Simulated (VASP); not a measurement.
Input of a VASP 6.6.1 run:

The input INCAR:

```
SYSTEM = Li7Bi
PREC = Accurate
ENCUT = 520
EDIFF = 1E-6
ISMEAR = 0
SIGMA = 0.2
LREAL = .FALSE.
LASPH = .TRUE.
NELM = 100
ALGO = Fast
ISIF = 2
LWAVE = .FALSE.
LCHARG = .FALSE.
GGA = PE
NBANDS = 28
```

File KPOINTS:

```
Automatic mesh
0
G
  4 4 4
  0 0 0
```

File POSCAR:

```
Li7Bi
1.0
    0.0006827039      4.7299185052      3.5344965176
    4.7452053799      0.0005322410      3.5315636041
    4.7662049270      4.7519148008      0.0005560745
Li Bi
7 1
Direct
    0.4912740762      0.0153537578      0.9810647101
    0.0113354354      0.4779878259      0.5209985954
    0.0165555786      0.4937548801      0.9800802385
    0.4761004380      0.0084267703      0.5232983564
   -0.0055125236      0.9970417761      0.4925754078
    0.4962603884      0.4918427785      1.0096936094
    0.5428357838      0.5420990826      0.4565565385
   -0.0288491767     -0.0265068712      0.0357325438
```

Potentials or basis: VASP PAW PBE potentials, release 64 (Li_sv, Bi_d).

Run with:

```console
$ cat potpaw_PBE.64/Li_sv/POTCAR potpaw_PBE.64/Bi_d/POTCAR > POTCAR
$ mpirun -np 1 vasp_std > vasp.out
```

(1) Predict the largest force.

(2) Estimate the band gap on the k mesh.

Results:

(1) 0.009 eV/Å.

(2) zero (bands 18 and 19 overlap by 0.66 eV).

Caveat: spin-orbit coupling is left out, which moves the levels of the heavy elements.
